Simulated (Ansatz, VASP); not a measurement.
**As in VASP and in Ansatz**

The input INCAR:

```
PREC = Accurate
ENCUT = 520
EDIFF = 1E-6
ISMEAR = -1
SIGMA = 0.05
LREAL = F
LASPH = T
NELM = 80
ALGO = Normal
ISIF = 2
LWAVE = F
LCHARG = F
GGA = CA
NBANDS = 12
```

File KPOINTS:

```
regular mesh
0
Gamma
  9 9 9
```

Contents of POSCAR:

```
As
1.0
    0.0000000000      2.8744485395      2.8744485395
    2.8744485395      0.0000000000      2.8744485395
    2.8744485395      2.8744485395      0.0000000000
As
2
Direct
   -0.2600000000     -0.0800000000     -0.0800000000
    0.2600000000      0.0800000000      0.0800000000
```

Input for Ansatz:

```yaml
crystal:
  lattice:
    - [0.0, 2.8744485395, 2.8744485395]
    - [2.8744485395, 0.0, 2.8744485395]
    - [2.8744485395, 2.8744485395, 0.0]
  atoms:
    - { symbol: As, position: [-0.26, -0.08, -0.08] }
    - { symbol: As, position: [0.26, 0.08, 0.08] }
kpoints:
  mp_grid: { grid: [9, 9, 9] }
scf:
  occupations: { method: fermi_dirac, width: 0.05 }
hamiltonian:
  xc: lda
  pseudopotentials: { kind: all_electron, lapw: { basis_error: 0.001 } }
output:
  forces: true
  stress: true
  eigenvalues: true
  populations: true
```

Change from the starting cell: shortest bond scaled by 0.64, LAPW.

Alike in both runs: task single point; functional LDA; k mesh 9 × 9 × 9; occupations fermi-dirac, width 0.05 eV; no spin polarisation.

```csv
,VASP,Ansatz
version,VASP 6.6.1,Ansatz 0.2.0
potentials or method,"VASP PAW LDA potentials, release 64 (As), cutoff 520 eV","all-electron LAPW, scalar-relativistic"
```

|  | VASP | Ansatz | Ansatz less VASP |
| --- | --- | --- | --- |
| pressure (GPa) | 84.2 | 79.4 | -4.81 |
| traceless stress, the component that is largest in VASP (GPa) | -82.28 | -77.27 | +5.013 |
| rms of the force components (eV/Å) | 25.733 | 24.174 | -1.5599 |

LDA's correlation is that of Perdew and Zunger in VASP and of Perdew and Wang (1992) in Ansatz. Atom by atom the forces differ by 1.560 eV/Å (rms over components). Both programs put the cell under a high pressure, so it lies far from rest at this level. Ansatz ran all-electron here, and VASP with PAW potentials.

Noted on VASP's run: the cell as given lies far from equilibrium.
